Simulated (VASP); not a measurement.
Runs of VASP 6.6.1 on AgI. The structure is hexagonal, space group P6_3mc (No. 186). The conventional cell has a = 4.651 Å, b = 4.651 Å, c = 7.600 Å, α = 90.00°, β = 90.00°, γ = 120.00°. Within 3.8 Å of Ag (site symmetry 3m) lie 4 I at 2.85 Å. I (site symmetry 3m) has 4 Ag at 2.85 Å within 3.8 Å. 

| k mesh | smearing | gap on the mesh (eV) | pressure (GPa) | largest force (eV/Å) |
| --- | --- | --- | --- | --- |
| 6 × 6 × 2 | gaussian 0.01 eV | 1.37 | 0.6 | - |
| 6 × 6 × 2, shifted | gaussian 0.01 eV | 2.35 | 0.6 | - |
| 3 × 3 × 3 | gaussian 0.01 eV | 1.36 | (a) | 0.04 |
| 6 × 6 × 2 | methfessel-paxton 0.05 eV | 1.37 | 0.6 | - |
| 4 × 4 × 4 | gaussian 0.01 eV | 1.37 | 0.6 | 0.01 |

Alike in all rows: task single point; level PBE; potentials or basis VASP PAW PBE potentials, release 64 (Ag, I); no spin polarisation; cell as given; cutoff (eV) 500.

Problem. Fill in the values left out.

Solution. (a) 0.9.

Caveats: some runs use coarse meshes; spin-orbit coupling is left out, which moves the levels of the heavy elements; a shifted mesh leaves out Γ, where band edges can lie (at least some runs).

A k mesh can miss the band edges, and the runs leave out spin-orbit coupling on Ag, I.
